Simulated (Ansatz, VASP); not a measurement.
# One calculation of InTe2Pb, two programs

```
In Te Pb
1.0
     0.00000    6.61560    0.00000
     6.61560    0.00000    0.00000
     3.30780    3.30780   -6.46149
In Te Pb
2 4 2
Direct
  0.50000 0.50000 0.00000
  0.25000 0.75000 0.50000
  0.37500 0.38680 0.75000
  0.61320 0.12500 0.25000
  0.87500 0.86320 0.75000
  0.13680 0.62500 0.25000
  0.00000 0.00000 0.00000
  0.75000 0.25000 0.50000
```

Alike in both runs: task single point; functional PBE; k mesh 6 × 6 × 6; occupations fermi-dirac, width 0.1161 eV; no spin polarisation.

```csv
,VASP,Ansatz
version,VASP 6.6.1,Ansatz 0.2.0
potentials or method,"VASP PAW PBE potentials, release 64 (In_d, Te, Pb_d), cutoff 520 eV",PAW plane waves
valence electrons in the cell,78,118
```

Ansatz gave:

```
pressure (GPa)                                                : 11.1
traceless stress, the component that is largest in VASP (GPa) : -0.69
rms of the force components (eV/Å)                            : 0.322
```

Task: Which values does VASP return?

Result: Pressure (GPa): 11.1; traceless stress, the component that is largest in VASP (GPa): -0.69; rms of the force components (eV/Å): 0.321.

Atom by atom the forces differ by 0.001 eV/Å (rms over components). VASP's potentials hold 78 valence electrons a cell and Ansatz's 118, so a difference there can come from the potentials and not from the codes.

Spin-orbit coupling is off throughout.
